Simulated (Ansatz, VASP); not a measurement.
## Zr3Si2 in VASP and in Ansatz

The input INCAR:

```
SYSTEM = Zr3Si2
  PREC = Accurate
  ENCUT = 520
  EDIFF = 1E-6
  ISMEAR = 0
  SIGMA = 0.15
  LREAL = .False.
  LASPH = .True.
  NELM = 60
  ALGO = Fast
  ISIF = 2
  LWAVE = .False.
  LCHARG = .False.
  GGA = PS
  NBANDS = 55
```

File KPOINTS:

```
Automatic mesh
0
Gamma
  6 6 12
  0 0 0
```

POSCAR

```
Zr3Si2
1.0
    6.8536104879      0.0000000000      0.0000000000
    0.0000000000      7.0655778226      0.0000000000
    0.0000000000      0.0000000000      3.6444907344
Zr Si
6 4
Direct
    0.1744786440      0.6744786440      0.5000000000
    0.8255213560      0.3255213560      0.5000000000
    0.3255213560      0.1744786440      0.5000000000
    0.6744786440      0.8255213560      0.5000000000
    0.0000000000      0.0000000000      0.0000000000
    0.5000000000      0.5000000000      0.0000000000
    0.6223900172      0.1223900172      0.0000000000
    0.3776099828      0.8776099828      0.0000000000
    0.8776099828      0.6223900172      0.0000000000
    0.1223900172      0.3776099828      0.0000000000
```

Input for Ansatz:

```yaml
crystal:
  lattice:
    - [6.8536104879, 0.0, 0.0]
    - [0.0, 7.0655778226, 0.0]
    - [0.0, 0.0, 3.6444907344]
  atoms:
    - { symbol: Zr, position: [0.174478644, 0.674478644, 0.5] }
    - { symbol: Zr, position: [0.825521356, 0.325521356, 0.5] }
    - { symbol: Zr, position: [0.325521356, 0.174478644, 0.5] }
    - { symbol: Zr, position: [0.674478644, 0.825521356, 0.5] }
    - { symbol: Zr, position: [0.0, 0.0, 0.0] }
    - { symbol: Zr, position: [0.5, 0.5, 0.0] }
    - { symbol: Si, position: [0.6223900172, 0.1223900172, 0.0] }
    - { symbol: Si, position: [0.3776099828, 0.8776099828, 0.0] }
    - { symbol: Si, position: [0.8776099828, 0.6223900172, 0.0] }
    - { symbol: Si, position: [0.1223900172, 0.3776099828, 0.0] }
basis:
  ecutwfc: 420
kpoints:
  mp_grid: { grid: [6, 6, 12] }
hamiltonian:
  xc: pbesol
scf:
  occupations: { method: gaussian, width: 0.15 }
output:
  forces: true
  stress: true
  eigenvalues: true
```

Change from the starting cell: strain -0.0300 x Voigt [1, 0, 0, 0, 0, 0], atoms carried along.

Alike in both runs: task single point; functional PBEsol; k mesh 6 × 6 × 12; occupations gaussian, width 0.15 eV; no spin polarisation.

|  | VASP | Ansatz |
| --- | --- | --- |
| version | VASP 6.6.1 | Ansatz 0.2.0 |
| potentials or method | VASP PAW PBE potentials, release 64 (Zr_sv, Si), cutoff 520 eV | scalar-relativistic, plane waves, PAW |
| valence electrons in the cell | 88 | 88 |

```tsv
	VASP	Ansatz	Ansatz less VASP
gap on the k mesh at the Fermi level (eV)	none	none	-
pressure (GPa)	5.2	5.0	-0.20
traceless stress, the component that is largest in VASP (GPa)	4.82	4.81	-0.011
rms of the force components (eV/Å)	0.053	0.052	-0.0004
```

VASP's potentials were made for PBE, not for PBEsol. Atom by atom the forces differ by 0.002 eV/Å (rms over components). A gap of «none» marks a metal or a gap that the smearing closes.
